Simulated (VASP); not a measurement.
Here is a VASP 6.6.1 calculation.

File INCAR:

```
  PREC = Accurate
  ENCUT = 520
  EDIFF = 1E-7
  ISMEAR = 0
  SIGMA = 0.15
  LREAL = F
  LASPH = T
  NELM = 60
  ALGO = Fast
  ISIF = 2
  LWAVE = F
  LCHARG = T
  LELF = T
  LVHAR = T
  NBANDS = 21
```

The input KPOINTS:

```
regular mesh
0
Gamma
  21 21 10
```

POSCAR

```
Ru
1.0
    2.6205776265      0.0000000000      0.0000000000
   -1.3102888133      2.2694867971      0.0000000000
    0.0000000000      0.0000000000      4.2267610266
Ru
2
Direct
    0.3333333333      0.6666666667      0.2500000000
    0.6666666667      0.3333333333      0.7500000000
```

Potentials or basis: VASP PAW LDA potentials, release 64 (Ru_pv).

Run with:

```sh
$ cat potpaw_LDA.64/Ru_pv/POTCAR > POTCAR
$ mpirun -np 1 vasp_std > vasp.out
```

(1) What does it give for the band gap on the k mesh?

(2) What does it give for the pressure?

## Answers

(1) zero (bands 14 and 15 overlap by 3.44 eV).

(2) 17.4 GPa.

Caveat: the stress differs along the axes, from 10 to 21 GPa.
